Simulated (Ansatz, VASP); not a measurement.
B5C2 in VASP and in Ansatz

```
CELL_PARAMETERS angstrom
2.61142 1.50771 2.51720
-2.61142 1.50771 2.51720
0.00000 -3.01541 2.51720
ATOMIC_POSITIONS crystal
B 0.39916 0.39916 0.39916
B 0.60084 0.60084 0.60084
B 0.00000 0.00000 0.50000
B 0.50000 0.00000 0.00000
B 0.00000 0.50000 0.00000
C 0.18670 0.18670 0.18670
C 0.81330 0.81330 0.81330
```

Alike in both runs: functional PBE; k mesh 4 × 4 × 4; occupations gaussian, width 0.2 eV; no spin polarisation.

Ansatz relaxed the structure, and its values are those at the end. VASP's run is a single point on that final structure, the one shown.

```csv
,VASP,Ansatz
version,VASP 6.6.1,Ansatz 0.2.0
potentials or method,"VASP PAW PBE potentials, release 64 (B, C), cutoff 600 eV","scalar-relativistic, plane waves, PAW"
valence electrons in the cell,23,23
```

```csv
,VASP,Ansatz,Ansatz less VASP
gap on the k mesh at the Fermi level (eV),none,none,-
pressure (GPa),-0.2,-0.1,+0.13
rms of the force components (eV/Å),0.010,0.007,-0.0024
```

A gap of «none» marks a metal or a gap that the smearing closes.

The k mesh is coarse, so the values compare programs but aren't converged.
